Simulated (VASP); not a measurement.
Set up this calculation in VASP 6.6.1, as the native input.

| Property | Result |
| --- | --- |
| Task | single point |
| Functional | LDA |
| Potentials or basis | VASP PAW LDA potentials, release 64 (Li_sv) |
| Cutoff | 520 eV |
| k mesh | 16 × 16 × 16 |
| Occupations | fermi-dirac, width 0.08 eV |
| Spin | no spin polarisation |
| Dipole correction | no |
| Further INCAR settings | ALGO = Normal; EDIFF = 1e-06; NBANDS = 8 |

The structure of Li lies in POSCAR:

```
Li
1.0
    0.0000000000      2.1522893978      2.1522893978
    2.1522893978      0.0000000000      2.1522893978
    2.1522893978      2.1522893978      0.0000000000
Li
1
Direct
    0.0000000000      0.0000000000      0.0000000000
```

This cell differs from its parent crystal: volume scaled by 0.98.

These files were run (other wordings do the same):

INCAR

```
  PREC = Accurate
  ENCUT = 520
  EDIFF = 1E-6
  ISMEAR = -1
  SIGMA = 0.08
  LREAL = F
  LASPH = T
  NELM = 60
  ALGO = Normal
  ISIF = 2
  LWAVE = F
  LCHARG = F
  NBANDS = 8
```

KPOINTS

```
Automatic mesh
0
Gamma
  16 16 16
```

Potentials or basis: VASP PAW LDA potentials, release 64 (Li_sv).

Run with:

```console
$ cat potpaw_LDA.64/Li_sv/POTCAR > POTCAR
$ mpirun -np 1 vasp_std > vasp.out
```

Wall time 8.5 s on 1 thread of Intel(R) Xeon(R) Platinum 8259CL CPU @ 2.50GHz (Skylake/Cascade Lake), with other jobs on the host, peak memory 0.13 GiB.
